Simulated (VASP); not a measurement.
# InAs (Fm-3m) in VASP: a series of runs, part 2 of 2

VASP 6.6.1. Earlier steps stand in the parts before.

## 4. Single point, revPBE+D4

This run uses another cell than the first one, of 22.64 Å³/atom.

Contents of INCAR:

```
SYSTEM = InAs
PREC = Accurate ; ENCUT = 520
EDIFF = 1E-6 ; ISMEAR = -1
SIGMA = 0.05 ; LREAL = .False.
LASPH = .True. ; NELM = 60
ALGO = Normal ; ISIF = 2
LWAVE = .False. ; LCHARG = .True.
GGA = RE ; IVDW = 13
LELF = .True. ; LVHAR = .True.
NBANDS = 16
```

Contents of KPOINTS:

```
Automatic mesh
0
Gamma
  8 8 8
  0 0 0
```

Contents of POSCAR:

```
InAs
1.0
    0.0000000000      2.8290578381      2.8290578381
    2.8290578381      0.0000000000      2.8290578381
    2.8290578381      2.8290578381      0.0000000000
In As
1 1
Direct
    0.5000000000      0.5000000000      0.5000000000
    0.0000000000      0.0000000000      0.0000000000
```

Potentials or basis: VASP PAW PBE potentials, release 64 (In_d, As).

Launch:

```sh
$ cat potpaw_PBE.64/In_d/POTCAR potpaw_PBE.64/As/POTCAR > POTCAR
$ mpirun -np 1 vasp_std > vasp.out
```

OUTCAR:

```text
SYSTEM = InAs
   PREC = Accurate
   ENCUT = 520
   EDIFF = 1E-6
   ISMEAR = -1
   LREAL = .False.
   LASPH = .True.
   NELM = 60
   ISIF = 2
   GGA = RE
   IVDW = 13

 ion  position               nearest neighbor table
   1  0.500  0.500  0.500-   2 2.83   2 2.83   2 2.83   2 2.83   2 2.83   2 2.83
   2  0.000  0.000  0.000-   1 2.83   1 2.83   1 2.83   1 2.83   1 2.83   1 2.83

  LATTYP: Found a face centered cubic cell.
 ALAT       =     5.6581156762

  Lattice vectors:

 A1 = (   0.0000000000,   2.8290578381,   2.8290578381)
 A2 = (   2.8290578381,   0.0000000000,   2.8290578381)
 A3 = (   2.8290578381,   2.8290578381,   0.0000000000)

[... 642 lines left out ...]

  Edisp (eV):   -1.33535

  FORCE on cell =-STRESS in cart. coord.  units (eV):
  Direction    XX          YY          ZZ          XY          YZ          ZX
  --------------------------------------------------------------------------------------
  -------------------------------------------------------------------------------------
  Total       0.01007     0.01007     0.01007     0.00000     0.00000    -0.00000
  in kB       0.35633     0.35633     0.35633     0.00000     0.00000    -0.00000
  external pressure =        0.36 kB  Pullay stress =        0.00 kB

 VOLUME and BASIS-vectors are now :
 -----------------------------------------------------------------------------
  energy-cutoff  :      520.00
  volume of cell :       45.29
      direct lattice vectors                 reciprocal lattice vectors
     0.000000000  2.829057838  2.829057838    -0.176737285  0.176737285  0.176737285
     2.829057838  0.000000000  2.829057838     0.176737285 -0.176737285  0.176737285
     2.829057838  2.829057838  0.000000000     0.176737285  0.176737285 -0.176737285

 POSITION                                       TOTAL-FORCE (eV/Angst)
 -----------------------------------------------------------------------------------
      2.82906      2.82906      2.82906         0.000000      0.000000      0.000000
      0.00000      0.00000      0.00000        -0.000000     -0.000000     -0.000000
 -----------------------------------------------------------------------------------
    total drift:                                0.000000      0.000000      0.000000

  FREE ENERGIE OF THE ION-ELECTRON SYSTEM (eV)
  ---------------------------------------------------
  free  energy   TOTEN  =        -7.9761527809 eV

  energy  without entropy=       -7.9638971868  energy(sigma->0) =       -7.97002498
```

It took 24 s on 1 thread of Intel Xeon Platinum 8488C (Sapphire Rapids), shared host; peak memory 0.18 GiB.

What came out:

```yaml
Free_energy: -7.9762 eV
Pressure: 0.0 GPa
Band_gap_on_the_k_mesh: zero (bands 9 and 10 overlap by 2.75 eV)
Dispersion_energy_per_atom: -0.668 eV
```

Levels at points of the mesh, in eV from the Fermi level:
```tsv
k point	band 7	band 8	band 9	band 10	band 11	band 12
(0.00, 0.00, 0.00)	-0.25	-0.25	-0.25	-0.25	7.18	7.18
(0.50, 0.00, 0.00)	-6.77	0.16	0.16	2.19	3.29	3.29
(0.50, 0.50, 0.00)	-5.02	-2.86	-2.41	-2.41	3.77	9.63
```

Caveat: the PAW data sets were made with another functional, which shifts forces and pressure a little; spin-orbit coupling is left out, which moves the levels of the heavy elements.

## 5. Single point, BLYP+D3(BJ)

This run uses another cell than the first one, of 23.18 Å³/atom.

Contents of INCAR:

```
SYSTEM = InAs
PREC = Accurate ; ENCUT = 520
EDIFF = 1E-6 ; ISMEAR = -1
SIGMA = 0.05 ; LREAL = .FALSE.
LASPH = .TRUE. ; NELM = 80
ALGO = Normal ; ISIF = 2
LWAVE = .FALSE. ; LCHARG = .FALSE.
GGA = B5 ; ALDAX = 1.0
AGGAX = 1.0 ; AGGAC = 1.0
ALDAC = 0.0 ; IVDW = 12
VDW_S6 = 1.0 ; VDW_S8 = 2.6996
VDW_A1 = 0.4298 ; VDW_A2 = 4.2359
NBANDS = 16
```

Contents of KPOINTS:

```
Automatic mesh
0
G
  8 8 8
  0 0 0
```

Contents of POSCAR:

```
InAs
1.0
    0.0000000000      2.8513732788      2.8513732788
    2.8513732788      0.0000000000      2.8513732788
    2.8513732788      2.8513732788      0.0000000000
In As
1 1
Direct
    0.5000000000      0.5000000000      0.5000000000
    0.0000000000      0.0000000000      0.0000000000
```

Launch:

```sh
$ cat potpaw_PBE.64/In_d/POTCAR potpaw_PBE.64/As/POTCAR > POTCAR
$ mpirun -np 1 vasp_std > vasp.out
```

Run time: 27 s. Hardware: 1 thread of Intel Xeon Platinum 8488C (Sapphire Rapids), shared host; peak memory 0.18 GiB.

The run converged. Its results:

- Free energy: -7.6414 eV
- Pressure: 0.2 GPa
- Band gap on the k mesh: zero (bands 9 and 10 overlap by 2.62 eV)
- Dispersion energy per atom: -0.909 eV

Levels at points of the mesh, in eV from the Fermi level:
```
           k point  band 7  band 8  band 9  band 10  band 11  band 12
(0.00, 0.00, 0.00)   -0.60   -0.26   -0.26    -0.26     7.47     7.47
(0.50, 0.00, 0.00)   -6.63    0.18    0.18     2.34     3.32     3.32
(0.50, 0.50, 0.00)   -4.73   -3.02   -2.28    -2.28     4.24     9.30
```

Caveat: the PAW data sets were made with another functional, which shifts forces and pressure a little; spin-orbit coupling is left out, which moves the levels of the heavy elements.

## 6. Single point, BLYP+D4

This run uses another cell than the first one, of 23.57 Å³/atom.

Contents of INCAR:

```
SYSTEM = InAs
PREC = Accurate
ENCUT = 520
EDIFF = 1E-6
ISMEAR = -1
SIGMA = 0.05
LREAL = .FALSE.
LASPH = .TRUE.
NELM = 60
ALGO = Normal
ISIF = 2
LWAVE = .FALSE.
LCHARG = .FALSE.
GGA = B5
ALDAX = 1.0
AGGAX = 1.0
AGGAC = 1.0
ALDAC = 0.0
IVDW = 13
VDW_S6 = 1.0
VDW_S8 = 2.34076671
VDW_A1 = 0.44488865
VDW_A2 = 4.0933009
NBANDS = 16
```

Contents of KPOINTS:

```
regular mesh
0
G
  8 8 8
  0 0 0
```

Contents of POSCAR:

```
InAs
1.0
    0.0000000000      2.8670227981      2.8670227981
    2.8670227981      0.0000000000      2.8670227981
    2.8670227981      2.8670227981      0.0000000000
In As
1 1
Direct
    0.5000000000      0.5000000000      0.5000000000
    0.0000000000      0.0000000000      0.0000000000
```

Potentials or basis: VASP PAW PBE potentials, release 64 (In_d, As).

Launch:

```sh
$ cat potpaw_PBE.64/In_d/POTCAR potpaw_PBE.64/As/POTCAR > POTCAR
$ mpirun -np 1 vasp_std > vasp.out
```

Run time: 36 s. Hardware: 1 thread of Intel Xeon Platinum 8488C (Sapphire Rapids), shared host; peak memory 0.18 GiB.

The run converged. Its results:

* Free energy: -7.3843 eV
* Pressure: 0.2 GPa
* Band gap on the k mesh: zero (bands 9 and 10 overlap by 2.56 eV)
* Dispersion energy per atom: -0.765 eV

Levels at points of the mesh, in eV from the Fermi level:
```tsv
k point	band 5	band 6	band 7	band 8	band 9	band 10	band 11	band 12	band 13	band 14
(0.00, 0.00, 0.00)	-14.36	-12.17	-0.72	-0.25	-0.25	-0.25	7.46	7.46	7.46	7.47
(0.50, 0.00, 0.00)	-14.30	-10.52	-6.54	0.18	0.18	2.32	3.32	3.32	4.39	11.04
(0.50, 0.50, 0.00)	-14.28	-9.64	-4.63	-3.03	-2.23	-2.23	4.27	9.17	9.17	10.13
```

Caveat: the PAW data sets were made with another functional, which shifts forces and pressure a little; spin-orbit coupling is left out, which moves the levels of the heavy elements.

## 7. Summary

```csv
level,cell,gap on the mesh (eV),pressure (GPa)
RPBE+D4,"a = 3.997 Å, angles 60.0°, 2 atoms",none,0.0
revPBE+D3(BJ),"a = 3.989 Å, angles 60.0°, 2 atoms",none,0.1
revPBE+D4,"a = 4.001 Å, angles 60.0°, 2 atoms",none,0.0
BLYP+D3(BJ),"a = 4.032 Å, angles 60.0°, 2 atoms",none,0.2
BLYP+D4,"a = 4.055 Å, angles 60.0°, 2 atoms",none,0.2
```

Alike in all rows: task single point; potentials or basis VASP PAW PBE potentials, release 64 (In_d, As); no spin polarisation; k mesh 8 × 8 × 8; cutoff (eV) 520; smearing fermi-dirac 0.05 eV.

Caveats: the PAW data sets were made with another functional, which shifts forces and pressure a little; spin-orbit coupling is left out, which moves the levels of the heavy elements.

Absolute energies hang on the potentials; compare differences alone.
